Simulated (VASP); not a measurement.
Cu: single point with LDA

The system is Cu.

```
CELL_PARAMETERS angstrom
-1.44279 1.44279 1.37608
1.44279 -1.44279 1.37608
1.44279 1.44279 -1.37608
ATOMIC_POSITIONS crystal
Cu 0.00000 0.00000 0.00000
```

| Quantity | Value |
| --- | --- |
| Program | VASP 6.6.1 |
| Task | single point |
| Functional | LDA |
| Potentials or basis | VASP PAW LDA potentials, release 64 (Cu) |
| Cutoff | 600 eV |
| k mesh | 14 × 14 × 14 |
| Occupations | fermi-dirac, width 0.05 eV |
| Spin | collinear spin, ferromagnetic start |
| Starting moments | [1.4] μB |
| Fixed moment | 1.4 μB |

```yaml
Pressure: 23.4 GPa
Net_moment: 1.40 μB per cell
Site_moments: Cu +1.14 μB
Valence_electrons_inside_the_program's_atomic_spheres: Cu 9.98
```

Stress tensor (GPa, compression positive):
```
24.89  0.00  0.00
 0.00 24.89  0.00
 0.00  0.00 20.40
```

Run time: 63 s on 1 thread of Intel Xeon 6975P-C (shared host), peak memory 0.19 GiB.

Caveat: the total moment is fixed, so each spin has its own Fermi level.
